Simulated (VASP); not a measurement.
# BeN (P6/mmm) in VASP: relaxation of cell and atoms with PBE

Aim: the relaxation of cell and atoms of BeN with PBE.

All numbers are computed with VASP 6.6.1; they aren't measurements. Logs are shortened: lines on timing, memory, paths and dates and some standing lists are left out, and cuts for length are marked.

## (1) The cell of the first run

Symmetry: P6/mmm, No. 191, hexagonal system. The conventional cell has a = 3.498 Å, b = 3.498 Å, c = 6.909 Å, α = 90.00°, β = 90.00°, γ = 120.00°. Be (site symmetry 3m) has 2 N at 1.64 to 1.81 Å and 3 Be at 2.02 Å within 2.2 Å. N (site symmetry -6m2) has 2 Be at 1.64 Å and 3 N at 2.02 Å within 2.2 Å. Within 2.4 Å of N (site symmetry -6m2) lie 2 Be at 1.81 Å and 3 N at 2.02 Å.

The cell was built from a structure type or drawn by symmetry, and may not be a known phase.

## (2) Relaxation of cell and atoms, PBE

INCAR

```
SYSTEM = BeN
PREC     = Accurate       ! precision mode
ENCUT    = 910            ! plane-wave cutoff, eV
EDIFF    = 1E-7           ! SCF threshold, eV
ISMEAR   = 0              ! smearing method
SIGMA    = 0.1            ! smearing width, eV
LREAL    = .FALSE.        ! projectors in reciprocal space
LASPH    = .TRUE.         ! aspherical terms in the spheres
NELM     = 120            ! most SCF steps
ALGO     = Normal         ! electronic algorithm
ISIF     = 3              ! what is computed and relaxed
LWAVE    = .FALSE.        ! write WAVECAR
LCHARG   = .FALSE.        ! write CHGCAR
GGA      = PE             ! functional
IBRION   = 2              ! ionic algorithm
NSW      = 90             ! ionic steps
EDIFFG   = -0.04          ! ionic threshold
GGA_COMPAT= .FALSE.      
NELMIN   = 4
```

KPOINTS

```
Automatic mesh
0
G
  6 6 4
  0 0 0
```

POSCAR

```
BeN
1.0
    3.4982527100      0.0000000000      0.0000000000
   -1.7491263600      3.0295757200      0.0000000000
    0.0000000000      0.0000000000      6.9086508700
Be N
4 4
Direct
    0.3333333300      0.6666666700      0.2626825500
    0.6666666700      0.3333333300      0.2626825500
    0.6666666700      0.3333333300      0.7373174500
    0.3333333300      0.6666666700      0.7373174500
    0.3333333300      0.6666666700      0.5000000000
    0.6666666700      0.3333333300      0.5000000000
    0.3333333300      0.6666666700      0.0000000000
    0.6666666700      0.3333333300      0.0000000000
```

Potentials or basis: VASP PAW PBE potentials, release 64 (Be, N_h).

Launch:

```sh
cat potpaw_PBE.64/Be/POTCAR potpaw_PBE.64/N_h/POTCAR > POTCAR
mpirun -np 1 vasp_std > vasp.out
```

OUTCAR:

```text
SYSTEM = BeN
   PREC = Accurate
   ENCUT = 910
   EDIFF = 1E-7
   ISMEAR = 0
   LREAL = .FALSE.
   LASPH = .TRUE.
   NELM = 120
   ISIF = 3
   GGA = PE
   IBRION = 2
   NSW = 90
   EDIFFG = -0.04
   NELMIN = 4

 ion  position               nearest neighbor table
   1  0.333  0.667  0.263-   5 1.64   7 1.81   2 2.02   2 2.02   2 2.02
   2  0.667  0.333  0.263-   6 1.64   8 1.81   1 2.02   1 2.02   1 2.02
   3  0.667  0.333  0.737-   6 1.64   8 1.81   4 2.02   4 2.02   4 2.02
   4  0.333  0.667  0.737-   5 1.64   7 1.81   3 2.02   3 2.02   3 2.02
   5  0.333  0.667  0.500-   1 1.64   4 1.64
   6  0.667  0.333  0.500-   2 1.64   3 1.64
   7  0.333  0.667  0.000-   1 1.81   4 1.81
   8  0.667  0.333  0.000-   2 1.81   3 1.81

  LATTYP: Found a hexagonal cell.
 ALAT       =     3.4982527100
 C/A-ratio  =     1.9748861625

  Lattice vectors:

 A1 = (   3.4982527100,   0.0000000000,   0.0000000000)
 A2 = (  -1.7491263600,   3.0295757200,   0.0000000000)
 A3 = (   0.0000000000,   0.0000000000,   6.9086508700)

Analysis of symmetry for initial positions (statically):
=====================================================================
 Subroutine PRICEL returns:
 Original cell was already a primitive cell.

 Routine SETGRP: Setting up the symmetry group for a
 hexagonal supercell.

 Subroutine GETGRP returns: Found 24 space group operations
 (whereof 24 operations were pure point group operations)
 out of a pool of 24 trial point group operations.

The static configuration has the point symmetry D_6h.

Analysis of symmetry for dynamics (positions and initial velocities):
=====================================================================
 Subroutine PRICEL returns:
 Original cell was already a primitive cell.

 Routine SETGRP: Setting up the symmetry group for a
 hexagonal supercell.

 Subroutine GETGRP returns: Found 24 space group operations
 (whereof 24 operations were pure point group operations)
 out of a pool of 24 trial point group operations.

The dynamic configuration has the point symmetry D_6h.

 Subroutine INISYM returns: Found 24 space group operations
 (whereof 24 operations are pure point group operations),
 and found     1 'primitive' translations

----------------------------------------------------------------------------------------

                                     Primitive cell

  volume of cell :      73.2194

[... 78 lines left out ...]
   k-points           NKPTS =     21   k-points in BZ     NKDIM =     21   number of bands    NBANDS=     19
   number of dos      NEDOS =    301   number of ions     NIONS =      8
   total plane-waves  NPLWV =  90720
   dimension x,y,z NGX =    36 NGY =   36 NGZ =   70
   dimension x,y,z NGXF=    72 NGYF=   72 NGZF=  140
   ions per type =               4   4
   NGX,Y,Z   is equivalent  to a cutoff of  17.11, 17.11, 16.84 a.u.
   NGXF,Y,Z  is equivalent  to a cutoff of  34.22, 34.22, 33.69 a.u.
 SYSTEM =  BeN
   PREC   = accura    normal or accurate (medium, high low for compatibility)
   ISTART =      0    job   : 0-new  1-cont  2-samecut
   ICHARG =      2    charge: 1-file 2-atom 10-const
   ISPIN  =      1    spin polarized calculation?
   LNONCOLLINEAR =      F non collinear calculations
   LSORBIT =      F    spin-orbit coupling
   LASPH  =      T    aspherical Exc in radial PAW
   ENCUT  =  910.0 eV  66.88 Ry    8.18 a.u.   8.60  8.60 16.99*2*pi/ulx,y,z
   NELM   =    120;   NELMIN=  4; NELMDL= -5     # of ELM steps
   EDIFF  = 0.1E-06   stopping-criterion for ELM
   LREAL  =      F    real-space projection
   EDIFFG = -.4E-01   stopping-criterion for IOM
   NSW    =     90    number of steps for IOM
   IBRION =      2    ionic relax: 0-MD 1-quasi-New 2-CG
   NFREE  =      1    steps in history (QN), initial steepest desc. (CG)
   ISIF   =      3    stress and relaxation
   ISYM   =      2    0-nonsym 1-usesym 2-fastsym
   POTIM  = 0.5000    time-step for ionic-motion
   TEBEG  =    0.0;   TEEND  =   0.0 temperature during run
   PSTRESS=    0.0 pullay stress
   NELECT =      28.0000    total number of electrons
   NUPDOWN=      -1.0000    fix difference up-down
   EMIN   =  10.00;   EMAX   =-10.00  energy-range for DOS
   EFERMI =   0.00;   METHOD = LEGACY
   ISMEAR =     0;   SIGMA  =   0.10  broadening in eV -4-tet -1-fermi 0-gaus
   EFERMI_NEDOS =   21; number of points for ismear=-14 and -15
   IALGO  =     38    algorithm
   IMIX   =      4    mixing-type and parameters
     AMIX     =   0.40;   BMIX     =  1.00
     AMIX_MAG =   1.60;   BMIX_MAG =  1.00
  volume/ion in A,a.u.               =       9.15        61.76
  Fermi-wavevector in a.u.,A,eV,Ry     =   1.188280  2.245523 19.211551  1.412009
  Thomas-Fermi vector in A             =   2.324413
   LORBIT       =      0    0 simple, 1 ext, 2 COOP (PROOUT), +10 PAW based schemes
   GGA     = PE    functional components
   LHFCALC =     F    Hartree Fock is set to
   AEXX    =    0.0000 exact exchange contribution
   IVDW    =     0    specifies the selected vdW correction
   LEPSILON=     F    determine dielectric tensor
   LRPA    =     F    only Hartree local field effects (RPA)
 conjugate gradient relaxation of ions
 non-spin polarized calculation
 Gauss-broadening in eV      SIGMA  =   0.10
  energy-cutoff  :      910.00
  volume of cell :       73.22
 maximum number of plane-waves:      4618
 NGX is ok and might be reduce to    36
   NGX = 17   NGY = 17   NGZ = 33

--------------------------------------- Ionic step        1  -------------------------------------------

 number of electron      27.9999999 magnetization

 Free energy of the ion-electron system (eV)
  ---------------------------------------------------
  ext. energy  EPLUGINS =         0.00000000
  ---------------------------------------------------
  free energy    TOTEN  =       -35.88147403 eV

  energy without entropy =      -35.85426276  energy(sigma->0) =      -35.86786839

 E-fermi :   5.5155     XC(G=0): -10.3984

 val. band max:        5.4915386028   @ k =   0.5000  -0.0000   0.2500
 cond. band min:       5.5333607244   @ k =   0.1667   0.1667   0.0000
 fundamental gap:      0.0418221216
 Fermi energy:         5.5154583509
[... 1039 lines left out ...]
      6      -2.4232      2.00000
[... 11 lines left out ...]
     18       6.7727      0.00000
     19       9.1969      0.00000

[... ionic steps 4 to 16 ...]

--------------------------------------- Ionic step       17  -------------------------------------------

 number of electron      28.0000000 magnetization

------------------------ aborting loop because EDIFF is reached ----------------------------------------
[... 79 lines left out ...]
--------------------------------------- Ionic step       19  -------------------------------------------

 number of electron      28.0000000 magnetization

 Free energy of the ion-electron system (eV)
  ---------------------------------------------------
  ext. energy  EPLUGINS =         0.00000000
  ---------------------------------------------------
  free energy    TOTEN  =       -42.94625780 eV

  energy without entropy =      -42.92167369  energy(sigma->0) =      -42.93396574

 E-fermi :   1.8137     XC(G=0):  -8.5869

 val. band max:        1.8134314628   @ k =   0.3333  -0.0000   0.0000
 cond. band min:       1.8309723402   @ k =   0.5000  -0.0000   0.2500
 fundamental gap:      0.0175408774
 Fermi energy:         1.8137184821
[... 495 lines left out ...]
  FREE ENERGIE OF THE ION-ELECTRON SYSTEM (eV)
  ---------------------------------------------------
  free  energy   TOTEN  =       -42.9462577981 eV

  energy  without entropy=      -42.9216736895  energy(sigma->0) =      -42.93396574

 reached required accuracy - stopping structural energy minimisation
```

OSZICAR:

```text
N       E                     dE             d eps       ncg     rms          rms(c)
DAV:   1     0.184910804231E+03    0.18491E+03   -0.18553E+04   798   0.208E+03
DAV:   2    -0.117674232721E+02   -0.19668E+03   -0.19050E+03  1139   0.385E+02
DAV:   3    -0.357905992247E+02   -0.24023E+02   -0.22899E+02  1026   0.110E+02
[... 238 lines left out ...]
DAV:   3    -0.429462552061E+02    0.20450E-03   -0.15093E-03  1329   0.162E-01    0.131E-02
DAV:   4    -0.429462595152E+02   -0.43091E-05   -0.73434E-05   842   0.604E-02    0.644E-03
DAV:   5    -0.429462585490E+02    0.96621E-06   -0.42648E-06  1177   0.160E-02    0.310E-03
DAV:   6    -0.429462578784E+02    0.67057E-06   -0.16750E-06   913   0.756E-03    0.178E-03
DAV:   7    -0.429462577981E+02    0.80329E-07   -0.82475E-07   809   0.511E-03
  19 F= -.42946258E+02 E0= -.42933966E+02  d E =-.114004E-03
```

CONTCAR:

```text
BeN
   1.00000000000000
     4.3424207726238384   -0.0000000015818368    0.0000000000000000
    -2.1712103938883867    3.7606467114665256    0.0000000000000000
     0.0000000000000000    0.0000000000000000    6.0320145431480157
  Be              N
     4     4
Direct
     0.3333333300000021    0.6666666699999979    0.2499620991762394
     0.6666666699999979    0.3333333300000021    0.2499620991762394
     0.6666666699999979    0.3333333300000021    0.7500379008237609
     0.3333333300000021    0.6666666699999979    0.7500379008237609
     0.3333333300000021    0.6666666699999979    0.5000000000000000
     0.6666666699999979    0.3333333300000021    0.5000000000000000
     0.3333333300000021    0.6666666699999979    0.0000000000000000
     0.6666666699999979    0.3333333300000021    0.0000000000000000

  0.00000000E+00  0.00000000E+00  0.00000000E+00
  0.00000000E+00  0.00000000E+00  0.00000000E+00
  0.00000000E+00  0.00000000E+00  0.00000000E+00
  0.00000000E+00  0.00000000E+00  0.00000000E+00
  0.00000000E+00  0.00000000E+00  0.00000000E+00
  0.00000000E+00  0.00000000E+00  0.00000000E+00
  0.00000000E+00  0.00000000E+00  0.00000000E+00
  0.00000000E+00  0.00000000E+00  0.00000000E+00
```

It took 8.4 min on 1 thread of Intel Xeon 6975P-C (Granite Rapids), shared host; peak memory 0.32 GiB.

What came out:

| Item | Value |
| --- | --- |
| Free energy | -42.9463 eV |
| Relaxed volume | 12.31 Å³/atom |
| Relaxed cell | a = 4.342 Å, b = 4.342 Å, c = 6.032 Å, α = 90.00°, β = 90.00°, γ = 120.00° |
| Space group after relaxing (to 0.1 Å) | P6/mmm (No. 191) |
| Pressure after relaxing | 0.0 GPa |
| Largest force after relaxing | 0.011 eV/Å |
| Band gap on the k mesh | zero (bands 14 and 15 overlap by 0.51 eV) |

Forces in eV/Å, atoms in the order of the input:
```
Be   0.000  0.000  0.011
Be   0.000  0.000  0.011
Be   0.000  0.000 -0.011
Be   0.000  0.000 -0.011
N    0.000  0.000  0.000
N    0.000  0.000  0.000
N    0.000  0.000  0.000
N    0.000  0.000  0.000
```

Stress tensor (GPa, compression positive):
```
 0.04  0.00  0.00
 0.00  0.04  0.00
 0.00  0.00 -0.05
```

Final structure:
```xyz
8
Lattice="4.3424 0.0000 0.0000 -2.1712 3.7606 0.0000 0.0000 0.0000 6.0320" Properties=species:S:1:pos:R:3 pbc="T T T"
Be    0.0000    2.5071    1.5078
Be    2.1712    1.2535    1.5078
Be    2.1712    1.2535    4.5242
Be    0.0000    2.5071    4.5242
N     0.0000    2.5071    3.0160
N     2.1712    1.2535    3.0160
N     0.0000    2.5071    0.0000
N     2.1712    1.2535    0.0000
```

Levels at points of the mesh, in eV from the Fermi level:
```tsv
k point	band 10	band 11	band 12	band 13	band 14	band 15	band 16	band 17	band 18	band 19
(0.00, 0.00, 0.00)	-3.16	-2.32	-2.32	-0.87	-0.87	0.39	0.39	2.30	3.22	3.22
(0.50, 0.00, 0.00)	-3.85	-2.78	-1.98	-1.05	0.19	0.26	1.14	2.22	2.55	5.33
(0.00, 0.00, 0.50)	-3.33	-3.33	-3.33	-0.32	-0.32	-0.32	-0.32	4.01	4.01	5.65
(0.50, 0.00, 0.50)	-3.90	-2.89	-2.89	-0.41	-0.41	0.66	0.66	4.20	4.20	4.78
```

Caveat: the cutoff is under 1.25 times the usual one of these potentials, so pressure, stress and relaxed cells hold a basis-set (Pulay) error; the volume moved by over 15 % at a fixed basis, so the end points are rough.
